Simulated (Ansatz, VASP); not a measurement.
# One calculation of Ta3N, two programs

```xyz
4
Lattice="3.0322 0.0000 0.0000 -1.5161 2.6260 0.0000 0.0000 0.0000 7.5241" Properties=species:S:1:pos:R:3 pbc="T T T"
Ta    1.5161    0.8753    6.2155
Ta    0.0000    1.7507    1.3087
Ta    0.0000    0.0000    3.7621
N     0.0000    0.0000    0.0000
```

Alike in both runs: functional PBE; k mesh 10 × 10 × 4; occupations fermi-dirac, width 0.05 eV; no spin polarisation; Hubbard terms Ta d U = 8.0 eV.

|  | VASP | Ansatz |
| --- | --- | --- |
| version | VASP 6.6.1 | Ansatz 0.2.0 |
| potentials or method | VASP PAW PBE potentials, release 64 (Ta_pv, N) | Ansatz PAW |
| plane-wave cutoff (eV) | 520 | 420 |
| valence electrons in the cell | 38 | 44 |
| task | single point | projected density of states |

Ansatz gave:

| Item | Value |
| --- | --- |
| gap on the k mesh at the Fermi level (eV) | none |
| pressure (GPa) | 15.7 |
| traceless stress, the component that is largest in VASP (GPa) | 8.88 |
| rms of the force components (eV/Å) | 0.232 |

**Question.** Estimate VASP's values.

**Answer.** gap on the k mesh at the Fermi level (eV): none; pressure (GPa): 25.4; traceless stress, the component that is largest in VASP (GPa): 3.31; rms of the force components (eV/Å): 0.320.

The programs project onto different local orbitals, so the same U acts differently, and such runs can settle in different states. Atom by atom the forces differ by 0.552 eV/Å (rms over components). A gap of «none» marks a metal or a gap that the smearing closes. VASP's potentials hold 38 valence electrons a cell and Ansatz's 44, so a difference there can come from the potentials and not from the codes.

Spin-orbit coupling is off throughout.
